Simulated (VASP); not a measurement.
# Te in VASP: notebook

The runs below take Te through single point, with PBE.

Program: VASP 6.6.1. These are calculated values, not measurements. Logs are shortened: lines on timing, memory, paths and dates and some standing lists are left out, and cuts for length are marked.

## 1. The cell of the first run

The cell holds a sheet with vacuum, 2 atoms: a = 4.564 Å, b = 4.564 Å, c = 16.000 Å, α = 90.00°, β = 90.00°, γ = 120.00°.

The cell was built from a structure type or drawn by symmetry, and may not be a known phase.

## 2. Single point, PBE

INCAR reads:

```
PREC = Accurate
ENCUT = 520
EDIFF = 1E-7
ISMEAR = 0
SIGMA = 0.1
LREAL = F
LASPH = T
NELM = 60
ALGO = Normal
ISIF = 2
LWAVE = F
LCHARG = F
LDIPOL = T
IDIPOL = 3
DIPOL = 0.5 0.5 0.500
GGA = PE
NBANDS = 13
```

KPOINTS reads:

```
regular mesh
0
Gamma
  6 6 1
```

POSCAR reads:

```
Te
1.0
    4.5644450000      0.0000000000      0.0000000000
   -2.2822220000      3.9529250000      0.0000000000
    0.0000000000      0.0000000000     16.0000000000
Te
2
Direct
    0.3333333300      0.6666666700      0.5451533200
    0.6666666700      0.3333333300      0.4548466800
```

Potentials or basis: VASP PAW PBE potentials, release 64 (Te).

Launch:

```sh
> cat potpaw_PBE.64/Te/POTCAR > POTCAR
> mpirun -np 1 vasp_std > vasp.out
```

OUTCAR:

```text
PREC = Accurate
   ENCUT = 520
   EDIFF = 1E-7
   ISMEAR = 0
   LREAL = F
   LASPH = T
   NELM = 60
   ISIF = 2
   GGA = PE

 ion  position               nearest neighbor table
   1  0.333  0.667  0.545-   2 3.01   2 3.01   2 3.01
   2  0.667  0.333  0.455-   1 3.01   1 3.01   1 3.01

  LATTYP: Found a hexagonal cell.
 ALAT       =     4.5644450000
 C/A-ratio  =     3.5053549774

  Lattice vectors:

 A1 = (   4.5644450000,   0.0000000000,   0.0000000000)
 A2 = (  -2.2822220000,   3.9529250000,   0.0000000000)
 A3 = (   0.0000000000,   0.0000000000,  16.0000000000)

Analysis of symmetry for initial positions (statically):
=====================================================================
 Subroutine PRICEL returns:
 Original cell was already a primitive cell.

 Routine SETGRP: Setting up the symmetry group for a
 hexagonal supercell.

 Subroutine GETGRP returns: Found 12 space group operations
 (whereof 12 operations were pure point group operations)
 out of a pool of 24 trial point group operations.

The static configuration has the point symmetry D_3d.

Analysis of symmetry for dynamics (positions and initial velocities):
=====================================================================
 Subroutine PRICEL returns:
 Original cell was already a primitive cell.

 Routine SETGRP: Setting up the symmetry group for a
 hexagonal supercell.

 Subroutine GETGRP returns: Found 12 space group operations
 (whereof 12 operations were pure point group operations)
 out of a pool of 24 trial point group operations.

The dynamic configuration has the point symmetry D_3d.

 Subroutine INISYM returns: Found 12 space group operations
 (whereof 12 operations are pure point group operations),
 and found     1 'primitive' translations

----------------------------------------------------------------------------------------

                                     Primitive cell

  volume of cell :     288.6865

  direct lattice vectors                    reciprocal lattice vectors
     4.564445000  0.000000000  0.000000000     0.219084686  0.126488585  0.000000000
    -2.282222000  3.952925000  0.000000000     0.000000000  0.252977226  0.000000000
     0.000000000  0.000000000 16.000000000     0.000000000  0.000000000  0.062500000

  length of vectors
     4.564445000  4.564444469 16.000000000     0.252977196  0.252977226  0.062500000

  position of ions in fractional coordinates (direct lattice)
     0.333333330  0.666666670  0.545153320
     0.666666670  0.333333330  0.454846680

  ion indices of the primitive-cell ions
   primitive index   ion index
                 1           1
                 2           2

----------------------------------------------------------------------------------------

 KPOINTS: regular mesh

Automatic generation of k-mesh.
 Grid dimensions read from file:
 generate k-points for:    6    6    1

 Generating k-lattice:

  Cartesian coordinates                     Fractional coordinates (reciprocal lattice)
     0.036514114  0.021081431  0.000000000     0.166666667 -0.000000000  0.000000000
     0.000000000  0.042162871  0.000000000     0.000000000  0.166666667  0.000000000
     0.000000000  0.000000000  0.062500000     0.000000000  0.000000000  1.000000000

  Length of vectors
     0.042162866  0.042162871  0.062500000

  Shift w.r.t. Gamma in fractional coordinates (k-lattice)
     0.000000000  0.000000000  0.000000000

 Subroutine IBZKPT returns following result:
 ===========================================

 Found      7 irreducible k-points:

 Following reciprocal coordinates:
            Coordinates               Weight
  0.000000  0.000000  0.000000      1.000000
  0.166667 -0.000000  0.000000      6.000000
  0.333333  0.000000  0.000000      6.000000
  0.500000  0.000000  0.000000      3.000000
  0.166667  0.166667  0.000000      6.000000
  0.333333  0.166667  0.000000     12.000000
  0.333333  0.333333  0.000000      2.000000
   k-points           NKPTS =      7   k-points in BZ     NKDIM =      7   number of bands    NBANDS=     13
   number of dos      NEDOS =    301   number of ions     NIONS =      2
   total plane-waves  NPLWV = 155520
   dimension x,y,z NGX =    36 NGY =   36 NGZ =  120
   dimension x,y,z NGXF=    72 NGYF=   72 NGZF=  240
   ions per type =               2
   NGX,Y,Z   is equivalent  to a cutoff of  13.11, 13.11, 12.47 a.u.
   NGXF,Y,Z  is equivalent  to a cutoff of  26.22, 26.22, 24.94 a.u.
 SYSTEM =  unknown system
   PREC   = accura    normal or accurate (medium, high low for compatibility)
   ISTART =      0    job   : 0-new  1-cont  2-samecut
   ICHARG =      2    charge: 1-file 2-atom 10-const
   ISPIN  =      1    spin polarized calculation?
   LNONCOLLINEAR =      F non collinear calculations
   LSORBIT =      F    spin-orbit coupling
   LASPH  =      T    aspherical Exc in radial PAW
   ENCUT  =  520.0 eV  38.22 Ry    6.18 a.u.   8.49  8.49 29.75*2*pi/ulx,y,z
   NELM   =     60;   NELMIN=  2; NELMDL= -5     # of ELM steps
   EDIFF  = 0.1E-06   stopping-criterion for ELM
   LREAL  =      F    real-space projection
   EDIFFG = 0.1E-05   stopping-criterion for IOM
   NSW    =      0    number of steps for IOM
   IBRION =     -1    ionic relax: 0-MD 1-quasi-New 2-CG
   NFREE  =      0    steps in history (QN), initial steepest desc. (CG)
   ISIF   =      2    stress and relaxation
   ISYM   =      2    0-nonsym 1-usesym 2-fastsym
   POTIM  = 0.5000    time-step for ionic-motion
   TEBEG  =    0.0;   TEEND  =   0.0 temperature during run
   PSTRESS=    0.0 pullay stress
   NELECT =      12.0000    total number of electrons
   NUPDOWN=      -1.0000    fix difference up-down
   EMIN   =  10.00;   EMAX   =-10.00  energy-range for DOS
   EFERMI =   0.00;   METHOD = LEGACY
   ISMEAR =     0;   SIGMA  =   0.10  broadening in eV -4-tet -1-fermi 0-gaus
   EFERMI_NEDOS =   21; number of points for ismear=-14 and -15
   IALGO  =     38    algorithm
   IMIX   =      4    mixing-type and parameters
     AMIX     =   0.40;   BMIX     =  1.00
     AMIX_MAG =   1.60;   BMIX_MAG =  1.00
  volume/ion in A,a.u.               =     144.34       974.08
  Fermi-wavevector in a.u.,A,eV,Ry     =   0.567100  1.071664  4.375668  0.321603
  Thomas-Fermi vector in A             =   1.605772
   LORBIT       =      0    0 simple, 1 ext, 2 COOP (PROOUT), +10 PAW based schemes
   GGA     = PE    functional components
   LHFCALC =     F    Hartree Fock is set to
   AEXX    =    0.0000 exact exchange contribution
   IVDW    =     0    specifies the selected vdW correction
   LEPSILON=     F    determine dielectric tensor
   LRPA    =     F    only Hartree local field effects (RPA)
 non-spin polarized calculation
 Gauss-broadening in eV      SIGMA  =   0.10
  energy-cutoff  :      520.00
  volume of cell :      288.69
 maximum number of plane-waves:      7805
 NGX is ok and might be reduce to    36
   NGX = 17   NGY = 17   NGZ = 59

 number of electron      12.0000001 magnetization

 dipolmoment           0.000000      0.000000     -0.000000 electrons x Angstroem

 Free energy of the ion-electron system (eV)
  ---------------------------------------------------
  ext. energy  EPLUGINS =         0.00000000
  ---------------------------------------------------
  free energy    TOTEN  =        -5.07489314 eV

  energy without entropy =       -5.04171853  energy(sigma->0) =       -5.05830583

 E-fermi :  -1.7311     XC(G=0):  -3.0166

 val. band max:       -1.7473853065   @ k =   0.1667  -0.0000   0.0000
 cond. band min:      -1.6592605135   @ k =   0.1667   0.1667   0.0000
 fundamental gap:      0.0881247930
 Fermi energy:        -1.7310890418

 k-point     1 :       0.0000    0.0000    0.0000
  band No.  band energies     occupation
      1     -14.8595      2.00000
      2     -11.2018      2.00000
      3      -4.7369      2.00000
      4      -4.7369      2.00000
      5      -3.6955      2.00000
      6      -3.4391      2.00000
      7      -1.8812      1.96623
      8      -1.8812      1.96623
      9       1.7240      0.00000
     10       2.0660      0.00000
     11       2.8317      0.00000
     12       4.0138      0.00000
     13       4.4130      0.00000

 k-point     2 :       0.1667   -0.0000    0.0000
  band No.  band energies     occupation
      1     -14.6740      2.00000
      2     -11.4233      2.00000
      3      -5.4988      2.00000
      4      -5.0189      2.00000
      5      -3.8927      2.00000
      6      -2.6865      2.00000
      7      -1.7474      1.18227
      8      -1.5368      0.00600
      9       2.0395      0.00000
     10       2.2827      0.00000
     11       3.1810      0.00000
     12       3.4386      0.00000
     13       4.4066      0.00000

 k-point     3 :       0.3333    0.0000    0.0000
  band No.  band energies     occupation
      1     -14.1690      2.00000
      2     -12.0451      2.00000
      3      -6.0284      2.00000
      4      -5.4450      2.00000
      5      -4.4546      2.00000
      6      -2.4782      2.00000
      7      -1.0629      0.00000
      8      -0.9715      0.00000
      9       2.5134      0.00000
     10       2.7810      0.00000
     11       3.4842      0.00000
     12       3.8082      0.00000
     13       4.3448      0.00000

 k-point     4 :       0.5000    0.0000    0.0000
  band No.  band energies     occupation
      1     -13.7243      2.00000
      2     -12.5671      2.00000
      3      -6.0933      2.00000
      4      -5.6186      2.00000
      5      -4.7965      2.00000
      6      -2.3940      2.00000
      7      -0.9062      0.00000
      8      -0.8402      0.00000
      9       2.7146      0.00000
     10       3.7221      0.00000
     11       3.9859      0.00000
     12       4.1892      0.00000
     13       4.4365      0.00000

 k-point     5 :       0.1667    0.1667    0.0000
  band No.  band energies     occupation
      1     -14.3231      2.00000
      2     -11.8520      2.00000
      3      -5.8027      2.00000
      4      -5.6522      2.00000
      5      -4.2142      2.00000
      6      -2.0157      1.99994
      7      -1.6593      0.30972
      8      -1.0551      0.00000
      9       2.3295      0.00000
     10       2.7045      0.00000
     11       3.1780      0.00000
     12       3.9791      0.00000
     13       3.9838      0.00000

 k-point     6 :       0.3333    0.1667    0.0000
  band No.  band energies     occupation
      1     -13.7424      2.00000
      2     -12.5315      2.00000
      3      -6.2491      2.00000
      4      -5.6544      2.00000
      5      -4.7587      2.00000
      6      -1.7542      1.25629
      7      -1.2273      0.00000
      8      -0.8437      0.00000
      9       2.7744      0.00000
     10       3.4387      0.00000
     11       3.7487      0.00000
     12       3.8637      0.00000
     13       4.6551      0.00000

 k-point     7 :       0.3333    0.3333    0.0000
  band No.  band energies     occupation
      1     -13.1476      2.00000
      2     -13.1476      2.00000
      3      -6.5563      2.00000
      4      -5.2424      2.00000
      5      -5.2424      2.00000
      6      -1.5150      0.00224
      7      -0.8608      0.00000
      8      -0.8608      0.00000
      9       3.1814      0.00000
     10       3.4077      0.00000
     11       3.4077      0.00000
     12       4.4382      0.00000
     13       4.8915      0.00000

------------------------ aborting loop because EDIFF is reached ----------------------------------------

 vacuum level on the upper side and lower side of the slab       (xc-potential included)        -0.084        -0.084

  FORCE on cell =-STRESS in cart. coord.  units (eV):
  Direction    XX          YY          ZZ          XY          YZ          ZX
  --------------------------------------------------------------------------------------
  -------------------------------------------------------------------------------------
  Total        0.6471660      0.6471659     -1.7306446      0.0000001      0.0000000     -0.0000000
  in kB        3.5916973      3.5916967     -9.6048801      0.0000005      0.0000000     -0.0000000
  external PRESSURE =      -0.8071620 kB  Pullay stress =       0.0000000 kB

 VOLUME and BASIS-vectors are now :
 -----------------------------------------------------------------------------
  energy-cutoff  :      520.00
  volume of cell :      288.69
      direct lattice vectors                 reciprocal lattice vectors
     4.564445000  0.000000000  0.000000000     0.219084686  0.126488585  0.000000000
    -2.282222000  3.952925000  0.000000000     0.000000000  0.252977226  0.000000000
     0.000000000  0.000000000 16.000000000     0.000000000  0.000000000  0.062500000

 POSITION                                       TOTAL-FORCE (eV/Angst)
 -----------------------------------------------------------------------------------
      0.00000      2.63528      8.72245        -0.000000      0.000000     -1.196344
      2.28222      1.31764      7.27755         0.000000     -0.000000      1.196344
 -----------------------------------------------------------------------------------
    total drift:                               -0.000000     -0.000000     -0.000000

  FREE ENERGIE OF THE ION-ELECTRON SYSTEM (eV)
  ---------------------------------------------------
  free  energy   TOTEN  =        -5.0748931389 eV

  energy  without entropy=       -5.0417185257  energy(sigma->0) =       -5.05830583

 vacuum level on the upper side and lower side of the slab         2.399         2.399
```

Run time: 79 s. Hardware: 1 thread of Intel Xeon 8259CL, shared host; peak memory 0.37 GiB.

What came out:

* Free energy: -5.0749 eV
* Largest force: 1.196 eV/Å
* Band gap on the k mesh: zero (bands 6 and 7 overlap by 0.37 eV)

Forces in eV/Å, atoms in the order of the input:
```
Te   0.000  0.000 -1.196
Te   0.000  0.000  1.196
```

Caveat: spin-orbit coupling is left out, which moves the levels of the heavy elements.

## 3. Single point, PBE

This run uses another cell than the first one.

INCAR reads:

```
SYSTEM = Te
  PREC = Accurate
  ENCUT = 520
  EDIFF = 1E-6
  ISMEAR = 0
  SIGMA = 0.1
  LREAL = .FALSE.
  LASPH = .TRUE.
  NELM = 60
  ALGO = Normal
  ISIF = 2
  LWAVE = .FALSE.
  LCHARG = .FALSE.
  LDIPOL = .TRUE.
  IDIPOL = 3
  DIPOL = 0.5 0.5 0.300
  GGA = PE
  NBANDS = 13
```

KPOINTS reads:

```
Automatic mesh
0
G
  6 6 1
  0 0 0
```

POSCAR reads:

```
Te
1.0
    4.9301999250     -0.0000003118      0.0000000000
   -2.4650996924      4.2696785366      0.0000000000
    0.0000000000      0.0000000000     26.6898124800
Te
2
Direct
    0.3333333333      0.6666666667      0.3146903582
    0.6666666667      0.3333333333      0.2847893127
```

Potentials or basis: VASP PAW PBE potentials, release 64 (Te).

Launch:

```sh
> cat potpaw_PBE.64/Te/POTCAR > POTCAR
> mpirun -np 1 vasp_std > vasp.out
```

Wall time 2.6 min (1 thread of Intel Xeon 8259CL, shared host); peak memory 0.61 GiB.

Results (log left out):

| Property | Result |
| --- | --- |
| Free energy | -5.7231 eV |
| Largest force | 0.003 eV/Å |
| Band gap on the k mesh | zero (bands 6 and 7 overlap by 0.35 eV) |

Forces in eV/Å, atoms in the order of the input:
```
Te   0.000  0.000 -0.003
Te   0.000  0.000  0.003
```

Levels at points of the mesh, in eV from the Fermi level:
```csv
k point,band 2,band 3,band 4,band 5,band 6,band 7,band 8,band 9,band 10,band 11
"(0.00, 0.00, 0.00)",-8.89,-3.82,-3.82,-2.79,-0.44,-0.13,-0.13,3.55,4.22,4.55
"(0.50, 0.00, 0.00)",-10.83,-4.53,-3.64,-1.99,-1.42,1.75,1.75,4.74,5.15,5.55
```

Caveat: spin-orbit coupling is left out, which moves the levels of the heavy elements.

## 4. Single point, PBE

This run uses another cell than the first one.

INCAR reads:

```
SYSTEM = Te
ALGO     = Normal         ! electronic algorithm
DIPOL    = 0.5 0.5 0.300
EDIFF    = 1E-6           ! SCF threshold, eV
ENCUT    = 520            ! plane-wave cutoff, eV
GGA      = PE             ! functional
IDIPOL   = 3            
ISIF     = 2              ! what is computed and relaxed
ISMEAR   = 0              ! smearing method
LASPH    = .TRUE.         ! aspherical terms in the spheres
LCHARG   = .FALSE.        ! write CHGCAR
LDIPOL   = .TRUE.       
LREAL    = .FALSE.        ! projectors in reciprocal space
LWAVE    = .FALSE.        ! write WAVECAR
NBANDS   = 13             ! bands
NELM     = 60             ! most SCF steps
PREC     = Accurate       ! precision mode
SIGMA    = 0.1            ! smearing width, eV
```

KPOINTS reads:

```
k-points
0
G
  12 12 1
  0 0 0
```

POSCAR is that of step 3.

Launch:

```sh
> cat potpaw_PBE.64/Te/POTCAR > POTCAR
> mpirun -np 1 vasp_std > vasp.out
```

Wall time 5.7 min (1 thread of Intel Xeon 8259CL, shared host); peak memory 0.7 GiB.

Results (log left out):

* Free energy: -5.7149 eV
* Largest force: 0.136 eV/Å
* Band gap on the k mesh: zero (bands 6 and 7 overlap by 0.36 eV)

Forces on the atoms (eV/Å):
```
Te   0.000  0.000 -0.136
Te   0.000  0.000  0.136
```

Levels at points of the mesh, in eV from the Fermi level:
| k point | band 2 | band 3 | band 4 | band 5 | band 6 | band 7 | band 8 | band 9 | band 10 | band 11 |
| --- | --- | --- | --- | --- | --- | --- | --- | --- | --- | --- |
| (0.00, 0.00, 0.00) | -8.77 | -3.70 | -3.70 | -2.65 | -0.31 | -0.01 | -0.01 | 3.67 | 4.33 | 4.67 |
| (0.50, 0.00, 0.00) | -10.71 | -4.40 | -3.53 | -1.87 | -1.29 | 1.87 | 1.88 | 4.86 | 5.27 | 5.67 |

Caveat: spin-orbit coupling is left out, which moves the levels of the heavy elements.

## 5. Single point, PBE

This run uses another cell than the first one.

INCAR reads:

```
PREC = Accurate ; ENCUT = 520
EDIFF = 1E-6 ; ISMEAR = 0
SIGMA = 0.1 ; LREAL = False
LASPH = True ; NELM = 100
ALGO = Normal ; ISIF = 2
LWAVE = False ; LCHARG = True
LDIPOL = True ; IDIPOL = 3
DIPOL = 0.5 0.5 0.300 ; GGA = PE
LELF = True ; LVHAR = True
LVACPOTAV = True ; NBANDS = 13
```

KPOINTS reads:

```
Automatic mesh
0
Gamma
  12 12 1
```

POSCAR reads:

```
Te
1.0
    4.9671391274     -0.0000003142      0.0000000000
   -2.4835692916      4.3016688256      0.0000000000
    0.0000000000      0.0000000000     26.6898124800
Te
2
Direct
    0.3333333333      0.6666666667      0.3137144517
    0.6666666667      0.3333333333      0.2857652192
```

Launch:

```sh
> cat potpaw_PBE.64/Te/POTCAR > POTCAR
> mpirun -np 1 vasp_std > vasp.out
```

Run time: 5.9 min. Hardware: 1 thread of Intel Xeon 8259CL, shared host; peak memory 0.71 GiB.

The run converged. Its results:

```yaml
Free_energy: -5.7202 eV
Band_gap_on_the_k_mesh: zero (bands 6 and 7 overlap by 0.24 eV)
```

Forces in eV/Å, atoms in the order of the input:
```
Te   0.000  0.000  0.002
Te   0.000  0.000 -0.002
```

Levels at points of the mesh, in eV from the Fermi level:
```
           k point  band 4  band 5  band 6  band 7  band 8  band 9
(0.00, 0.00, 0.00)   -3.73   -2.70   -0.22   -0.02   -0.02    3.67
(0.50, 0.00, 0.00)   -3.45   -1.78   -1.37    1.81    1.90    4.84
```

Caveat: spin-orbit coupling is left out, which moves the levels of the heavy elements.

## 6. The runs side by side

| cell | k mesh | gap on the mesh (eV) | largest force (eV/Å) |
| --- | --- | --- | --- |
| a = 4.564, b = 4.564, c = 16.000 Å, angles 90.0, 90.0, 120.0°, 2 atoms, atomic positions A | 6 × 6 × 1 | none | 1.20 |
| a = 4.930, b = 4.930, c = 26.690 Å, angles 90.0, 90.0, 120.0°, 2 atoms, atomic positions B | 6 × 6 × 1 | none | - |
| a = 4.930, b = 4.930, c = 26.690 Å, angles 90.0, 90.0, 120.0°, 2 atoms, atomic positions B | 12 × 12 × 1 | none | 0.14 |
| a = 4.967, b = 4.967, c = 26.690 Å, angles 90.0, 90.0, 120.0°, 2 atoms, atomic positions C | 12 × 12 × 1 | none | - |

Alike in all rows: task single point; level PBE; potentials or basis VASP PAW PBE potentials, release 64 (Te); no spin polarisation; cutoff (eV) 520; smearing gaussian 0.1 eV.

Caveats: spin-orbit coupling is left out, which moves the levels of the heavy elements.

Total energies depend on the potentials used, so only differences within one code and one set of settings carry meaning.
